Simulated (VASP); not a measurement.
A run of VASP 6.6.1:

File INCAR:

```
SYSTEM = GaAs
PREC = Accurate
ENCUT = 520
EDIFF = 1E-6
ISMEAR = -1
SIGMA = 0.05
LREAL = .False.
LASPH = .True.
NELM = 80
ALGO = Normal
ISIF = 2
LWAVE = .False.
LCHARG = .False.
GGA = CA
NBANDS = 16
```

KPOINTS

```
Automatic mesh
0
Gamma
  8 8 8
  0 0 0
```

The input POSCAR:

```
GaAs
1.0
    0.0000000000      2.8455714065      2.8455714065
    2.8455714065      0.0000000000      2.8455714065
    2.8455714065      2.8455714065      0.0000000000
As Ga
1 1
Direct
    0.7500000000      0.7500000000      0.7500000000
    0.0000000000      0.0000000000      0.0000000000
```

Potentials or basis: VASP PAW LDA potentials, release 64 (As, Ga_d).

Run with:

```sh
$ cat potpaw_LDA.64/As/POTCAR potpaw_LDA.64/Ga_d/POTCAR > POTCAR
$ mpirun -np 1 vasp_std > vasp.out
```

Hardware: 1 thread of Intel Xeon 6975P-C, with other jobs on the host.

Q: Estimate the wall time of this run.

A: Run time: 23 s on 1 thread of Intel Xeon 6975P-C (shared host), peak memory 0.16 GiB. Counts: scf iterations 12, k points 29.
